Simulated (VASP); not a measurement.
CoO, 2 atoms in the cell. Symmetry: P-6m2, No. 187, hexagonal system. Conventional cell: a = 2.912 Å, b = 2.912 Å, c = 2.842 Å, α = 90.00°, β = 90.00°, γ = 120.00°. Within 3.0 Å of Co (site symmetry -6m2) lie 6 O at 2.20 Å and 8 Co at 2.84 to 2.91 Å. Within 3.0 Å of O (site symmetry -6m2) lie 6 Co at 2.20 Å and 8 O at 2.84 to 2.91 Å. 

| Quantity | Value |
| --- | --- |
| Program | VASP 6.6.1 |
| Task | single point |
| Functional | PBE |
| Potentials or basis | VASP PAW PBE potentials, release 64 (Co_sv, O) |
| Cutoff | 600 eV |
| k mesh | 11 × 11 × 10 |
| Occupations | fermi-dirac, width 0.05 eV |
| Spin | collinear spin, ferromagnetic start |
| Starting moments | [2.0, 0.0] μB |
| Dipole correction | no |
| Further INCAR settings | ALGO = Normal; EDIFF = 1e-06; NBANDS = 22 |

Potentials or basis: VASP PAW PBE potentials, release 64 (Co_sv, O).

Launch:

```bash
$ cat potpaw_PBE.64/Co_sv/POTCAR potpaw_PBE.64/O/POTCAR > POTCAR
$ mpirun -np 1 vasp_std > vasp.out
```

Hardware: 1 thread of AMD EPYC 9R45 96-Core Processor (Zen 5), on a shared host.

Question: Estimate the wall time of this run.

Answer: Run time: 77 s on 1 thread of AMD EPYC 9R45 96-Core Processor (Zen 5) (shared host), peak memory 0.18 GiB. Counts: scf iterations 19, k points 96.
